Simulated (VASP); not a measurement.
Wanted: the native input for a VASP 6.6.1 run.

- Task: single point
- Functional: PBEsol
- Potentials or basis: VASP PAW PBE potentials, release 64 (Sb)
- Cutoff: 520 eV
- k mesh: 16 × 16 × 16
- Occupations: fermi-dirac, width 0.05 eV
- Spin: no spin polarisation
- Dipole correction: no
- Further INCAR settings: ALGO = Normal; EDIFF = 1e-06; NBANDS = 8

The structure of Sb lies in POSCAR:

```
Sb
1.0
   -1.8136913067      1.8136913067      1.8136913067
    1.8136913067     -1.8136913067      1.8136913067
    1.8136913067      1.8136913067     -1.8136913067
Sb
1
Direct
    0.0000000000      0.0000000000      0.0000000000
```

This cell differs from its parent crystal: volume scaled by 0.92.

The input as run:

INCAR

```
PREC = Accurate ; ENCUT = 520
EDIFF = 1E-6 ; ISMEAR = -1
SIGMA = 0.05 ; LREAL = False
LASPH = True ; NELM = 100
ALGO = Normal ; ISIF = 2
LWAVE = False ; LCHARG = False
GGA = PS ; NBANDS = 8
```

KPOINTS

```
regular mesh
0
Gamma
  16 16 16
```

Potentials or basis: VASP PAW PBE potentials, release 64 (Sb).

Command:

```sh
$ cat potpaw_PBE.64/Sb/POTCAR > POTCAR
$ mpirun -np 1 vasp_std > vasp.out
```

Results of the run:

The pressure is 6.9 GPa.

Caveat: the PAW data sets were made with another functional, which shifts forces and pressure a little.

Run time: 9.1 s on 1 thread of Intel(R) Xeon(R) Platinum 8488C (Sapphire Rapids), on a shared host, peak memory 0.15 GiB.
